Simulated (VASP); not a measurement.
Input of a VASP 6.6.1 run:

File INCAR:

```
  PREC = Accurate
  ENCUT = 520
  EDIFF = 1E-6
  ISMEAR = -1
  SIGMA = 0.02
  LREAL = False
  LASPH = True
  NELM = 60
  ALGO = Normal
  ISIF = 2
  LWAVE = False
  LCHARG = False
  GGA = PE
  NBANDS = 11
```

File KPOINTS:

```
Automatic mesh
0
Gamma
  10 10 10
```

Contents of POSCAR:

```
MgO
1.0
    0.0000000000      2.1021680256      2.1021680256
    1.9825546649      0.0000000000      2.1021680256
    1.9825546649      2.1021680256      0.0000000000
Mg O
1 1
Direct
    0.0000000000      0.0000000000      0.0000000000
    0.5000000000      0.5000000000      0.5000000000
```

Potentials or basis: VASP PAW PBE potentials, release 64 (Mg, O).

Command:

```bash
$ cat potpaw_PBE.64/Mg/POTCAR potpaw_PBE.64/O/POTCAR > POTCAR
$ mpirun -np 1 vasp_std > vasp.out
```

**Question.** What does it give for the pressure?

**Answer.** 17.7 GPa.

**Question.** What does it give for the band gap on the k mesh?

**Answer.** 5.30 eV, direct.

Stress tensor (GPa, compression positive):
```
30.63  0.00  0.00
 0.00 11.20  0.00
 0.00  0.00 11.20
```

Caveat: the cell differs from its parent crystal (uniaxial x strain -5.7%).
